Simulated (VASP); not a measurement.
A run of VASP 6.6.1 is set up as follows.

The input INCAR:

```
SYSTEM = As
PREC     = Accurate       ! precision mode
ENCUT    = 500            ! plane-wave cutoff, eV
EDIFF    = 1E-6           ! SCF threshold, eV
ISMEAR   = 0              ! smearing method
SIGMA    = 0.027000000000000003 ! smearing width, eV
LREAL    = .False.        ! projectors in reciprocal space
LASPH    = .True.         ! aspherical terms in the spheres
NELM     = 120            ! most SCF steps
ALGO     = Normal         ! electronic algorithm
ISIF     = 2              ! what is computed and relaxed
LWAVE    = .False.        ! write WAVECAR
LCHARG   = .False.        ! write CHGCAR
GGA      = PE             ! functional
NBANDS   = 8              ! bands
GGA_COMPAT= .False.
```

File KPOINTS:

```
Automatic mesh
0
Gamma
  10 10 10
  0 0 0
```

The input POSCAR:

```
As
1.0
    2.7036817444      0.0000000000      0.0000000000
    0.0000000000      2.7036817444      0.0000000000
    0.0000000000      0.0000000000      2.7036817444
As
1
Direct
    0.5000000000      0.5000000000      0.5000000000
```

Potentials or basis: VASP PAW PBE potentials, release 64 (As).

Launch:

```console
$ cat potpaw_PBE.64/As/POTCAR > POTCAR
$ mpirun -np 1 vasp_std > vasp.out
```

Question: Predict the pressure.

Answer: 2.4 GPa.
